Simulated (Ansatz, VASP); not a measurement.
One calculation of Pd, two programs

```
CELL_PARAMETERS angstrom
4.45348 0.00000 0.00000
-2.22674 3.85683 0.00000
0.00000 0.00000 2.66746
ATOMIC_POSITIONS crystal
Pd 0.00000 0.00000 0.00000
Pd 0.33333 0.66667 0.50000
Pd 0.66667 0.33333 0.50000
```

Alike in both runs: functional r2SCAN; k mesh 6 × 6 × 6; occupations gaussian, width 0.1 eV; no spin polarisation.

Ansatz relaxed the structure, and its values are those at the end. VASP's run is a single point on that final structure, the one shown.

|  | VASP | Ansatz |
| --- | --- | --- |
| version | VASP 6.6.1 | Ansatz 0.2.0 |
| potentials or method | VASP PAW PBE potentials, release 64 (Pd), cutoff 550 eV | scalar-relativistic, plane waves, PAW |
| valence electrons in the cell | 30 | 54 |

```csv
,VASP,Ansatz,Ansatz less VASP
gap on the k mesh at the Fermi level (eV),none,none,-
pressure (GPa),0.4,-0.1,-0.52
```

VASP's potentials were made for PBE, not for r2SCAN. A gap of «none» marks a metal or a gap that the smearing closes. VASP's potentials hold 30 valence electrons a cell and Ansatz's 54, so a difference there can come from the potentials and not from the codes.

The k mesh is coarse, so the values compare programs but aren't converged.
